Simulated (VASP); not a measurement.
A run of VASP 6.6.1 is set up as follows.

INCAR

```
  ALGO = Normal
  EDIFF = 1E-6
  ENCUT = 520
  GGA = PE
  ISIF = 2
  ISMEAR = 0
  LASPH = T
  LCHARG = F
  LREAL = F
  LWAVE = F
  NBANDS = 24
  NELM = 100
  PREC = Accurate
  SIGMA = 0.1
```

File KPOINTS:

```
k-points
0
Gamma
  10 10 12
```

Contents of POSCAR:

```
SiB4Mo
1.0
    2.0929041562     -4.0204505245      0.0000000000
    2.0929041562      4.0204505245      0.0000000000
    0.0000000000      0.0000000000      3.0174198528
Si B Mo
1 4 1
Direct
    0.0000000000      0.0000000000      0.5000000000
    0.1905794992      0.8094205008      0.0000000000
    0.8094205008      0.1905794992      0.0000000000
    0.0000000000      0.5000000000      0.5000000000
    0.5000000000      0.0000000000      0.5000000000
    0.5000000000      0.5000000000      0.0000000000
```

Potentials or basis: VASP PAW PBE potentials, release 64 (Si, B, Mo_sv).

The run is started by

```bash
$ cat potpaw_PBE.64/Si/POTCAR potpaw_PBE.64/B/POTCAR potpaw_PBE.64/Mo_sv/POTCAR > POTCAR
$ mpirun -np 1 vasp_std > vasp.out
```

Q: Predict the pressure.

A: 0.1 GPa.

Q: What does it give for the band gap on the k mesh?

A: Zero (bands 15 and 16 overlap by 2.37 eV).

Forces on the atoms (eV/Å):
```
Si   0.000  0.000  0.000
B    0.000  0.005  0.000
B    0.000 -0.005  0.000
B    0.000  0.000  0.000
B    0.000  0.000  0.000
Mo   0.000  0.000  0.000
```
